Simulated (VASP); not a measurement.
# Hf (Pm-3m) in VASP: further runs

The runs below take Hf through single point, with PBE.

All numbers are computed with VASP 6.6.1; they aren't measurements. Logs are shortened: lines on timing, memory, paths and dates and some standing lists are left out, and cuts for length are marked.

## Step 1: The cell of the first run

It takes space group Pm-3m (No. 221, cubic). The conventional cell has a = 2.556 Å, b = 2.556 Å, c = 2.556 Å, α = 90.00°, β = 90.00°, γ = 90.00°. Hf (site symmetry m-3m) has 6 Hf at 2.56 Å within 3.4 Å.

## Step 2: Single point, PBE

Contents of INCAR:

```
SYSTEM = Hf
PREC = Accurate ; ENCUT = 520
EDIFF = 1E-6 ; ISMEAR = -1
SIGMA = 0.05 ; LREAL = .False.
LASPH = .True. ; NELM = 80
ALGO = Normal ; ISIF = 2
LWAVE = .False. ; LCHARG = .True.
GGA = PE ; LELF = .True.
LVHAR = .True. ; NBANDS = 11
```

Contents of KPOINTS:

```
Automatic mesh
0
Gamma
  15 15 15
  0 0 0
```

Contents of POSCAR:

```
Hf
1.0
    2.5559972553      0.0000000000      0.0000000000
    0.0000000000      2.5559972553      0.0000000000
    0.0000000000      0.0000000000      2.5559972553
Hf
1
Direct
    0.0000000000      0.0000000000      0.0000000000
```

Potentials or basis: VASP PAW PBE potentials, release 64 (Hf_pv).

Launch:

```console
cat potpaw_PBE.64/Hf_pv/POTCAR > POTCAR
mpirun -np 1 vasp_std > vasp.out
```

OUTCAR:

```text
SYSTEM = Hf
   PREC = Accurate
   ENCUT = 520
   EDIFF = 1E-6
   ISMEAR = -1
   LREAL = .False.
   LASPH = .True.
   NELM = 80
   ISIF = 2
   GGA = PE

 ion  position               nearest neighbor table
   1  0.000  0.000  0.000-

  LATTYP: Found a simple cubic cell.
 ALAT       =     2.5559972553

  Lattice vectors:

 A1 = (   2.5559972553,   0.0000000000,   0.0000000000)
 A2 = (   0.0000000000,   2.5559972553,   0.0000000000)
 A3 = (   0.0000000000,   0.0000000000,   2.5559972553)

Analysis of symmetry for initial positions (statically):
=====================================================================
 Subroutine PRICEL returns:
 Original cell was already a primitive cell.

 Routine SETGRP: Setting up the symmetry group for a
 simple cubic supercell.

 Subroutine GETGRP returns: Found 48 space group operations
 (whereof 48 operations were pure point group operations)
 out of a pool of 48 trial point group operations.

The static configuration has the point symmetry O_h .

Analysis of symmetry for dynamics (positions and initial velocities):
=====================================================================
 Subroutine PRICEL returns:
 Original cell was already a primitive cell.

 Routine SETGRP: Setting up the symmetry group for a
 simple cubic supercell.

 Subroutine GETGRP returns: Found 48 space group operations
 (whereof 48 operations were pure point group operations)
 out of a pool of 48 trial point group operations.

The dynamic configuration has the point symmetry O_h .

 Subroutine INISYM returns: Found 48 space group operations
 (whereof 48 operations are pure point group operations),
 and found     1 'primitive' translations

----------------------------------------------------------------------------------------

                                     Primitive cell

  volume of cell :      16.6986

  direct lattice vectors                    reciprocal lattice vectors
     2.555997255  0.000000000  0.000000000     0.391236727  0.000000000  0.000000000
     0.000000000  2.555997255  0.000000000     0.000000000  0.391236727  0.000000000
     0.000000000  0.000000000  2.555997255     0.000000000  0.000000000  0.391236727

  length of vectors
     2.555997255  2.555997255  2.555997255     0.391236727  0.391236727  0.391236727

  position of ions in fractional coordinates (direct lattice)
     0.000000000  0.000000000  0.000000000

  ion indices of the primitive-cell ions
   primitive index   ion index
                 1           1

----------------------------------------------------------------------------------------

 KPOINTS: Automatic mesh

Automatic generation of k-mesh.
 Grid dimensions read from file:
 generate k-points for:   15   15   15

 Generating k-lattice:

  Cartesian coordinates                     Fractional coordinates (reciprocal lattice)
     0.026082448  0.000000000  0.000000000     0.066666667  0.000000000  0.000000000
     0.000000000  0.026082448  0.000000000     0.000000000  0.066666667  0.000000000
     0.000000000  0.000000000  0.026082448     0.000000000  0.000000000  0.066666667

  Length of vectors
     0.026082448  0.026082448  0.026082448

  Shift w.r.t. Gamma in fractional coordinates (k-lattice)
     0.000000000  0.000000000  0.000000000

 Subroutine IBZKPT returns following result:
 ===========================================

 Found    120 irreducible k-points:

 Following reciprocal coordinates:
            Coordinates               Weight
  0.000000  0.000000  0.000000      1.000000
  0.066667  0.000000  0.000000      6.000000
  0.133333  0.000000  0.000000      6.000000
  0.200000  0.000000  0.000000      6.000000
  0.266667  0.000000  0.000000      6.000000
  0.333333  0.000000  0.000000      6.000000
[... 16 lines left out ...]
  0.266667  0.200000  0.000000     24.000000
  0.333333  0.200000  0.000000     24.000000
 [... further k-points ...]
   k-points           NKPTS =    120   k-points in BZ     NKDIM =    120   number of bands    NBANDS=     11
   number of dos      NEDOS =    301   number of ions     NIONS =      1
   total plane-waves  NPLWV =   8000
   dimension x,y,z NGX =    20 NGY =   20 NGZ =   20
   dimension x,y,z NGXF=    40 NGYF=   40 NGZF=   40
   ions per type =               1
   NGX,Y,Z   is equivalent  to a cutoff of  13.01, 13.01, 13.01 a.u.
   NGXF,Y,Z  is equivalent  to a cutoff of  26.02, 26.02, 26.02 a.u.
 SYSTEM =  Hf
   PREC   = accura    normal or accurate (medium, high low for compatibility)
   ISTART =      0    job   : 0-new  1-cont  2-samecut
   ICHARG =      2    charge: 1-file 2-atom 10-const
   ISPIN  =      1    spin polarized calculation?
   LNONCOLLINEAR =      F non collinear calculations
   LSORBIT =      F    spin-orbit coupling
   LASPH  =      T    aspherical Exc in radial PAW
   ENCUT  =  520.0 eV  38.22 Ry    6.18 a.u.   4.75  4.75  4.75*2*pi/ulx,y,z
   NELM   =     80;   NELMIN=  2; NELMDL= -5     # of ELM steps
   EDIFF  = 0.1E-05   stopping-criterion for ELM
   LREAL  =      F    real-space projection
   EDIFFG = 0.1E-04   stopping-criterion for IOM
   NSW    =      0    number of steps for IOM
   IBRION =     -1    ionic relax: 0-MD 1-quasi-New 2-CG
   NFREE  =      0    steps in history (QN), initial steepest desc. (CG)
   ISIF   =      2    stress and relaxation
   ISYM   =      2    0-nonsym 1-usesym 2-fastsym
   POTIM  = 0.5000    time-step for ionic-motion
   TEBEG  =    0.0;   TEEND  =   0.0 temperature during run
   PSTRESS=    0.0 pullay stress
   NELECT =      10.0000    total number of electrons
   NUPDOWN=      -1.0000    fix difference up-down
   EMIN   =  10.00;   EMAX   =-10.00  energy-range for DOS
   EFERMI =   0.00;   METHOD = LEGACY
   ISMEAR =    -1;   SIGMA  =   0.05  broadening in eV -4-tet -1-fermi 0-gaus
   EFERMI_NEDOS =   21; number of points for ismear=-14 and -15
   IALGO  =     38    algorithm
   IMIX   =      4    mixing-type and parameters
     AMIX     =   0.40;   BMIX     =  1.00
     AMIX_MAG =   1.60;   BMIX_MAG =  1.00
  volume/ion in A,a.u.               =      16.70       112.69
  Fermi-wavevector in a.u.,A,eV,Ry     =   1.379901  2.607634 25.907200  1.904125
  Thomas-Fermi vector in A             =   2.504827
   LORBIT       =      0    0 simple, 1 ext, 2 COOP (PROOUT), +10 PAW based schemes
   GGA     = PE    functional components
   LHFCALC =     F    Hartree Fock is set to
   AEXX    =    0.0000 exact exchange contribution
   IVDW    =     0    specifies the selected vdW correction
   LEPSILON=     F    determine dielectric tensor
   LRPA    =     F    only Hartree local field effects (RPA)
 non-spin polarized calculation
  energy-cutoff  :      520.00
  volume of cell :       16.70
 maximum number of plane-waves:       466
 NGX is ok and might be reduce to    20
   NGX =  9   NGY =  9   NGZ =  9

 number of electron      10.0000002 magnetization

 Free energy of the ion-electron system (eV)
  ---------------------------------------------------
  ext. energy  EPLUGINS =         0.00000000
  ---------------------------------------------------
  free energy    TOTEN  =        -7.79046787 eV

  energy without entropy =       -7.78521892  energy(sigma->0) =       -7.78784340

 E-fermi :   6.6898     XC(G=0): -12.5965

 val. band max:        6.6543498901   @ k =   0.4000   0.3333   0.1333
 cond. band min:       6.7094244972   @ k =   0.4000   0.1333   0.1333
 fundamental gap:      0.0550746071
 Fermi energy:         6.6898078212

 k-point     1 :       0.0000    0.0000    0.0000
  band No.  band energies     occupation
      1     -22.0370      2.00000
      2     -22.0370      2.00000
      3     -22.0370      2.00000
      4      -0.8310      2.00000
      5       4.0158      2.00000
      6       4.0158      2.00000
      7      16.3696      0.00000
      8      16.3696      0.00000
      9      16.3696      0.00000
     10      20.8212      0.00000
     11      23.7127      0.00000

 k-point     2 :       0.0667    0.0000    0.0000
  band No.  band energies     occupation
      1     -22.1804      2.00000
      2     -22.0253      2.00000
      3     -22.0253      2.00000
      4      -0.6446      2.00000
      5       4.0684      2.00000
      6       4.2417      2.00000
      7      15.9070      0.00000
      8      15.9070      0.00000
      9      16.3977      0.00000
     10      20.8180      0.00000
     11      22.8655      0.00000

 k-point     3 :       0.1333    0.0000    0.0000
  band No.  band energies     occupation
      1     -22.5714      2.00000
      2     -21.9920      2.00000
      3     -21.9920      2.00000
      4      -0.1420      2.00000
      5       4.2207      2.00000
      6       4.9030      2.00000
      7      14.8376      0.00000
      8      14.8376      0.00000
      9      16.4778      0.00000
     10      20.7762      0.00000
     11      21.2627      0.00000

 k-point     4 :       0.2000    0.0000    0.0000
  band No.  band energies     occupation
      1     -23.1134      2.00000
      2     -21.9426      2.00000
      3     -21.9426      2.00000
      4       0.5542      2.00000
      5       4.4557      2.00000
      6       5.9047      2.00000
      7      13.6122      0.00000
      8      13.6122      0.00000
      9      16.5982      0.00000
     10      19.6516      0.00000
     11      20.8499      0.00000

 k-point     5 :       0.2667    0.0000    0.0000
  band No.  band energies     occupation
      1     -23.6939      2.00000
      2     -21.8853      2.00000
      3     -21.8853      2.00000
      4       1.3392      2.00000
      5       4.7434      2.00000
      6       6.9751      0.00663
      7      12.4780      0.00000
      8      12.4781      0.00000
      9      16.7401      0.00000
     10      18.7090      0.00000
     11      20.8415      0.00000

 k-point     6 :       0.3333    0.0000    0.0000
  band No.  band energies     occupation
      1     -24.2138      2.00000
      2     -21.8298      2.00000
      3     -21.8298      2.00000
      4       2.1437      2.00000
      5       5.0396      2.00000
      6       7.6810      0.00000
      7      11.5567      0.00000
      8      11.5567      0.00000
      9      16.8797      0.00000
     10      18.7606      0.00000
     11      20.8423      0.00000

 k-point     7 :       0.4000    0.0000    0.0000
  band No.  band energies     occupation
      1     -24.5997      2.00000
      2     -21.7859      2.00000
      3     -21.7859      2.00000
      4       2.8803      2.00000
      5       5.2881      2.00000
      6       7.7960      0.00000
      7      10.9131      0.00000
      8      10.9131      0.00000
      9      16.9917      0.00000
     10      19.8954      0.00000
     11      20.8588      0.00000

 k-point     8 :       0.4667    0.0000    0.0000
  band No.  band energies     occupation
      1     -24.8041      2.00000
      2     -21.7618      2.00000
      3     -21.7618      2.00000
      4       3.3692      2.00000
      5       5.4314      2.00000
      6       7.6260      0.00000
      7      10.5830      0.00000
      8      10.5830      0.00000
      9      17.0540      0.00000
     10      20.7835      0.00000
     11      21.2625      0.00000
[... 141 lines left out ...]
 k-point    19 :       0.3333    0.1333    0.0000
  band No.  band energies     occupation
      1     -24.1470      2.00000
      2     -22.3326      2.00000
      3     -21.7870      2.00000
      4       2.7622      2.00000
      5       5.6697      2.00000
      6       7.3052      0.00001
      7      11.1641      0.00000
      8      11.7269      0.00000
      9      15.5955      0.00000
     10      19.4852      0.00000
     11      20.8440      0.00000

 k-point    20 :       0.4000    0.1333    0.0000
  band No.  band energies     occupation
      1     -24.5293      2.00000
      2     -22.2828      2.00000
      3     -21.7437      2.00000
      4       3.5131      2.00000
      5       5.8870      2.00000
      6       6.8268      0.12142
      7      11.0942      0.00000
      8      11.4402      0.00000
      9      15.7344      0.00000
     10      20.1457      0.00000
     11      20.8604      0.00000

 k-point    21 :       0.4667    0.1333    0.0000
  band No.  band energies     occupation
      1     -24.7319      2.00000
      2     -22.2553      2.00000
      3     -21.7198      2.00000
      4       4.0893      2.00000
      5       5.9212      2.00000
      6       6.4029      1.99358
      7      10.7686      0.00000
      8      11.5335      0.00000
      9      15.8133      0.00000
     10      20.7859      0.00000
     11      21.3738      0.00000

 k-point    22 :       0.2000    0.2000    0.0000
  band No.  band energies     occupation
      1     -23.0498      2.00000
      2     -22.9354      2.00000
      3     -21.8504      2.00000
      4       1.8681      2.00000
      5       5.5145      2.00000
      6       7.0189      0.00277
      7      10.8783      0.00000
      8      13.5640      0.00000
      9      14.4322      0.00000
     10      20.8031      0.00000
     11      21.7005      0.00000

 k-point    23 :       0.2667    0.2000    0.0000
  band No.  band energies     occupation
      1     -23.5663      2.00000
      2     -22.9139      2.00000
      3     -21.7943      2.00000
      4       2.5439      2.00000
      5       5.7107      2.00000
      6       7.8120      0.00000
      7      10.4092      0.00000
      8      12.7653      0.00000
      9      14.3355      0.00000
     10      20.5507      0.00000
     11      20.8707      0.00000

 k-point    24 :       0.3333    0.2000    0.0000
  band No.  band energies     occupation
      1     -24.0735      2.00000
      2     -22.8457      2.00000
      3     -21.7401      2.00000
      4       3.2087      2.00000
      5       5.6701      2.00000
      6       7.8839      0.00000
      7      11.0575      0.00000
      8      11.9169      0.00000
      9      14.4847      0.00000
     10      19.9597      0.00000
     11      20.8410      0.00000

 [... further k-points ...]
[... 5 lines left out ...]
  --------------------------------------------------------------------------------------
  -------------------------------------------------------------------------------------
  Total        6.1430915      6.1430915      6.1430915      0.0000000      0.0000000      0.0000000
  in kB      589.4085333    589.4085333    589.4085333      0.0000000      0.0000000      0.0000000
  external PRESSURE =     589.4085333 kB  Pullay stress =       0.0000000 kB

 VOLUME and BASIS-vectors are now :
 -----------------------------------------------------------------------------
  energy-cutoff  :      520.00
  volume of cell :       16.70
      direct lattice vectors                 reciprocal lattice vectors
     2.555997255  0.000000000  0.000000000     0.391236727  0.000000000  0.000000000
     0.000000000  2.555997255  0.000000000     0.000000000  0.391236727  0.000000000
     0.000000000  0.000000000  2.555997255     0.000000000  0.000000000  0.391236727

 POSITION                                       TOTAL-FORCE (eV/Angst)
 -----------------------------------------------------------------------------------
      0.00000      0.00000      0.00000         0.000000      0.000000      0.000000
 -----------------------------------------------------------------------------------
    total drift:                                0.000000      0.000000      0.000000

  FREE ENERGIE OF THE ION-ELECTRON SYSTEM (eV)
  ---------------------------------------------------
  free  energy   TOTEN  =        -7.7904678736 eV

  energy  without entropy=       -7.7852189246  energy(sigma->0) =       -7.78784340
```

It took 18 s on 1 thread of Intel Xeon Platinum 8259CL at 2.50GHz (Skylake/Cascade Lake), shared host; peak memory 0.14 GiB.

Results:

```
Free energy            : -7.7905 eV
Pressure               : 58.9 GPa
Band gap on the k mesh : zero (band 5 reaches 7.67 eV, above the bottom of band 6 at 3.94 eV)
```

Caveat: spin-orbit coupling is left out, which moves the levels of the heavy elements.

## Step 3: Single point, PBE

This run uses another cell than the first one, of 18.11 Å³/atom, 1.085 times its volume.

Contents of INCAR:

```
SYSTEM = Hf
PREC = Accurate
ENCUT = 520
EDIFF = 1E-6
ISMEAR = -1
SIGMA = 0.05
LREAL = .FALSE.
LASPH = .TRUE.
NELM = 100
ALGO = Normal
ISIF = 2
LWAVE = .FALSE.
LCHARG = .FALSE.
GGA = PE
NBANDS = 11
```

Contents of KPOINTS:

```
Automatic mesh
0
G
  15 15 15
  0 0 0
```

Contents of POSCAR:

```
Hf
1.0
    2.6262750000      0.0000000000      0.0000000000
    0.0000000000      2.6262750000      0.0000000000
    0.0000000000      0.0000000000      2.6262750000
Hf
1
Direct
    0.0000000000      0.0000000000      0.0000000000
```

Potentials or basis: VASP PAW PBE potentials, release 64 (Hf_pv).

Launch:

```console
cat potpaw_PBE.64/Hf_pv/POTCAR > POTCAR
mpirun -np 1 vasp_std > vasp.out
```

Wall time 12 s (1 thread of Intel Xeon Platinum 8259CL at 2.50GHz (Skylake/Cascade Lake), shared host); peak memory 0.14 GiB.

It converged, with:

```
Free energy            : -8.2186 eV
Pressure               : 39.2 GPa
Band gap on the k mesh : zero (band 5 reaches 7.01 eV, above the bottom of band 6 at 3.67 eV)
```

Levels at points of the mesh, in eV from the Fermi level:
| k point | band 2 | band 3 | band 4 | band 5 | band 6 | band 7 | band 8 | band 9 |
| --- | --- | --- | --- | --- | --- | --- | --- | --- |
| (0.00, 0.00, 0.00) | -28.95 | -28.95 | -7.31 | -2.32 | -2.32 | 8.97 | 8.97 | 8.97 |

Caveat: spin-orbit coupling is left out, which moves the levels of the heavy elements.

## Step 4: Single point, PBE

This run uses another cell than the first one, of 20.35 Å³/atom, 1.218 times its volume.

Contents of INCAR:

```
  PREC = Accurate
  ENCUT = 520
  EDIFF = 1E-7
  ISMEAR = -1
  SIGMA = 0.05
  LREAL = False
  LASPH = True
  NELM = 100
  ALGO = Normal
  ISIF = 2
  LWAVE = False
  LCHARG = False
  GGA = PE
  NBANDS = 11
```

Contents of KPOINTS:

```
regular mesh
0
Gamma
  15 15 15
```

Contents of POSCAR:

```
Hf
1.0
    2.7300191523      0.0000000000      0.0000000000
    0.0000000000      2.7300191523      0.0000000000
    0.0000000000      0.0000000000      2.7300191523
Hf
1
Direct
    0.0000000000      0.0000000000      0.0000000000
```

Launch:

```console
cat potpaw_PBE.64/Hf_pv/POTCAR > POTCAR
mpirun -np 1 vasp_std > vasp.out
```

It took 19 s on 1 thread of Intel Xeon Platinum 8259CL at 2.50GHz (Skylake/Cascade Lake), shared host; peak memory 0.14 GiB.

The run converged. Its results:

* Free energy: -8.6173 eV
* Pressure: 19.5 GPa
* Band gap on the k mesh: zero (band 5 reaches 6.12 eV, above the bottom of band 6 at 3.20 eV)

Levels at points of the mesh, in eV from the Fermi level:
| k point | band 2 | band 3 | band 4 | band 5 | band 6 | band 7 | band 8 | band 9 |
| --- | --- | --- | --- | --- | --- | --- | --- | --- |
| (0.00, 0.00, 0.00) | -29.32 | -29.32 | -7.02 | -1.92 | -1.92 | 7.98 | 7.98 | 7.98 |

Caveat: spin-orbit coupling is left out, which moves the levels of the heavy elements.

## Step 5: Single point, PBE

This run uses another cell than the first one, of 24.81 Å³/atom, 1.486 times its volume.

Contents of INCAR:

```
SYSTEM = Hf
PREC = Accurate
ENCUT = 520
EDIFF = 1E-7
ISMEAR = -1
SIGMA = 0.05
LREAL = .False.
LASPH = .True.
NELM = 60
ALGO = Normal
ISIF = 2
LWAVE = .False.
LCHARG = .False.
GGA = PE
NBANDS = 11
```

Contents of KPOINTS:

```
regular mesh
0
Gamma
  15 15 15
  0 0 0
```

Contents of POSCAR:

```
Hf
1.0
    2.9167297630      0.0000000000      0.0000000000
    0.0000000000      2.9167297630      0.0000000000
    0.0000000000      0.0000000000      2.9167297630
Hf
1
Direct
    0.0000000000      0.0000000000      0.0000000000
```

Launch:

```console
cat potpaw_PBE.64/Hf_pv/POTCAR > POTCAR
mpirun -np 1 vasp_std > vasp.out
```

Run time: 18 s. Hardware: 1 thread of Intel Xeon Platinum 8259CL at 2.50GHz (Skylake/Cascade Lake), shared host; peak memory 0.16 GiB.

The run converged. Its results:

```
Free energy            : -8.8445 eV
Pressure               : -0.3 GPa
Band gap on the k mesh : zero (band 5 reaches 4.70 eV, above the bottom of band 6 at 2.39 eV)
```

Levels at points of the mesh, in eV from the Fermi level:
| k point | band 3 | band 4 | band 5 | band 6 | band 7 | band 8 |
| --- | --- | --- | --- | --- | --- | --- |
| (0.00, 0.00, 0.00) | -29.98 | -6.47 | -1.40 | -1.40 | 6.45 | 6.45 |

Caveat: spin-orbit coupling is left out, which moves the levels of the heavy elements.

## Step 6: The runs side by side

| cell | gap on the mesh (eV) | pressure (GPa) |
| --- | --- | --- |
| a = 2.556 Å, 1 atom | none | 58.9 |
| a = 2.626 Å, 1 atom | none | 39.2 |
| a = 2.730 Å, 1 atom | none | 19.5 |
| a = 2.917 Å, 1 atom | none | -0.3 |

Alike in all rows: task single point; level PBE; potentials or basis VASP PAW PBE potentials, release 64 (Hf_pv); no spin polarisation; k mesh 15 × 15 × 15; cutoff (eV) 520; smearing fermi-dirac 0.05 eV.

Caveats: spin-orbit coupling is left out, which moves the levels of the heavy elements.

Absolute energies hang on the potentials; compare differences alone.
